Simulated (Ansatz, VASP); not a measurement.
# Al in VASP and in Ansatz

The input INCAR:

```
SYSTEM = Al
  PREC = Accurate
  ENCUT = 520
  EDIFF = 1E-6
  ISMEAR = -1
  SIGMA = 0.15
  LREAL = .False.
  LASPH = .True.
  NELM = 60
  ALGO = Normal
  ISIF = 2
  LWAVE = .False.
  LCHARG = .False.
  GGA = PE
  NBANDS = 8
```

The input KPOINTS:

```
Automatic mesh
0
Gamma
  14 14 14
  0 0 0
```

POSCAR

```
Al
1.0
    0.0000000000      1.9549277334      1.9549277334
    1.9549277334      0.0000000000      1.9549277334
    1.9549277334      1.9549277334      0.0000000000
Al
1
Direct
    0.0000000000      0.0000000000      0.0000000000
```

Input for Ansatz:

```yaml
crystal:
  lattice:
    - [0.0, 1.9549277333964024, 1.9549277333964024]
    - [1.9549277333964024, 0.0, 1.9549277333964024]
    - [1.9549277333964024, 1.9549277333964024, 0.0]
  atoms:
    - { symbol: Al, position: [0.0, 0.0, 0.0] }
basis:
  ecutwfc: 489.804952427784
kpoints:
  mp_grid:
    grid: [14, 14, 14]
hamiltonian:
  xc: pbe
  pseudopotentials:
    kind: paw
scf:
  occupations:
    method: fermi_dirac
    width: 0.15
output:
  stress: true
```

Alike in both runs: task single point; functional PBE; k mesh 14 × 14 × 14; occupations fermi-dirac, width 0.15 eV; no spin polarisation.

|  | VASP | Ansatz |
| --- | --- | --- |
| version | VASP 6.6.1 | Ansatz 0.2.0 |
| potentials or method | VASP PAW PBE potentials, release 64 (Al), cutoff 520 eV | plane waves, PAW |
| valence electrons in the cell | 3 | 3 |

|  | VASP | Ansatz | Ansatz less VASP |
| --- | --- | --- | --- |
| pressure (GPa) | 9.5 | 9.6 | +0.03 |

The functional is the same, so the differences come from potentials, cutoffs and numerics.
